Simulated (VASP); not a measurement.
Crystal: CsPbCl3.

```xyz
5
Lattice="5.6050 0.0000 0.0000 0.0000 5.6050 0.0000 0.0000 0.0000 5.6050" Properties=species:S:1:pos:R:3 pbc="T T T"
Pb    2.8025    2.8025    2.8025
Cs    0.0000    0.0000    0.0000
Cl    2.8025    0.0000    2.8025
Cl    0.0000    2.8025    2.8025
Cl    2.8025    2.8025    0.0000
```

```yaml
Program: VASP 6.6.1
Task: relaxation of cell and atoms
Functional: LDA
Potentials_or_basis: VASP PAW LDA potentials, release 64 (Pb_d, Cs_sv, Cl)
Cutoff: 600 eV
k_mesh: 5 × 5 × 5
Occupations: fermi-dirac, width 0.05 eV
Spin: no spin polarisation
```

At the start: pressure -1.2 GPa; volume 35.22 Å³/atom.

**Question.** Where does the relaxation end?

**Answer.** Over 3 steps the energy falls by 6.1 meV/atom and the volume is 33.66 Å³/atom (-4.4 %); space group Pm-3m (No. 221, to 0.05 Å).

Step by step:
```csv
step,energy change (eV),largest force (eV/Å),pressure (GPa),volume (Å³)
1,0.0000,0.0000,-1.21,176.09
2,-0.0298,0.0000,-0.19,169.41
3,-0.0305,0.0000,-0.01,168.32
```

Final structure:
```xyz
5
Lattice="5.5214 0.0000 0.0000 0.0000 5.5214 0.0000 0.0000 0.0000 5.5214" Properties=species:S:1:pos:R:3 pbc="T T T"
Pb    2.7607    2.7607    2.7607
Cs    0.0000    0.0000    0.0000
Cl    2.7607    0.0000    2.7607
Cl    0.0000    2.7607    2.7607
Cl    2.7607    2.7607    0.0000
```
